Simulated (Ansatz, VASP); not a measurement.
**ZrS in VASP and in Ansatz**

File INCAR:

```
PREC = Accurate
ENCUT = 520
EDIFF = 1E-6
ISMEAR = 0
SIGMA = 0.15
LREAL = F
LASPH = T
NELM = 80
ALGO = Normal
ISIF = 2
LWAVE = F
LCHARG = T
GGA = PS
LELF = T
LVHAR = T
NBANDS = 16
```

The input KPOINTS:

```
regular mesh
0
Gamma
  16 16 16
```

The input POSCAR:

```
ZrS
1.0
   -0.3199529800      2.5642385463      2.5642385463
    2.5642385463     -0.3199529800      2.5642385463
    2.5642385463      2.5642385463     -0.3199529800
Zr S
1 1
Direct
    0.0000000000      0.0000000000      0.0000000000
    0.5000000000      0.5000000000      0.5000000000
```

Input for Ansatz:

```yaml
crystal:
  lattice:
    - [-0.31995298, 2.5642385463, 2.5642385463]
    - [2.5642385463, -0.31995298, 2.5642385463]
    - [2.5642385463, 2.5642385463, -0.31995298]
  atoms:
    - { symbol: Zr, position: [0.0, 0.0, 0.0] }
    - { symbol: S, position: [0.5, 0.5, 0.5] }
basis:
  ecutwfc: 420
kpoints:
  mp_grid: { grid: [16, 16, 16] }
hamiltonian:
  xc: pbesol
  pseudopotentials: { kind: paw, azcp: { folder: soft_1 } }
scf:
  occupations: { method: gaussian, width: 0.15 }
output:
  forces: true
  stress: true
  eigenvalues: true
```

Alike in both runs: task single point; functional PBEsol; k mesh 16 × 16 × 16; occupations gaussian, width 0.15 eV; no spin polarisation.

```csv
,VASP,Ansatz
version,VASP 6.6.1,Ansatz 0.2.0
potentials or method,"VASP PAW PBE potentials, release 64 (Zr_sv, S), cutoff 520 eV","scalar-relativistic, plane waves, PAW"
valence electrons in the cell,18,18
```

Ansatz gave:

| Property | Result |
| --- | --- |
| gap on the k mesh at the Fermi level (eV) | none |
| pressure (GPa) | -15.4 |
| traceless stress, the component that is largest in VASP (GPa) | 2.74 |

Problem. What did VASP give for the same quantities?

Solution. gap on the k mesh at the Fermi level (eV): none; pressure (GPa): -15.3; traceless stress, the component that is largest in VASP (GPa): 2.71.

VASP's potentials were made for PBE, not for PBEsol, and Ansatz warns of the same on its side. A gap of «none» marks a metal or a gap that the smearing closes.
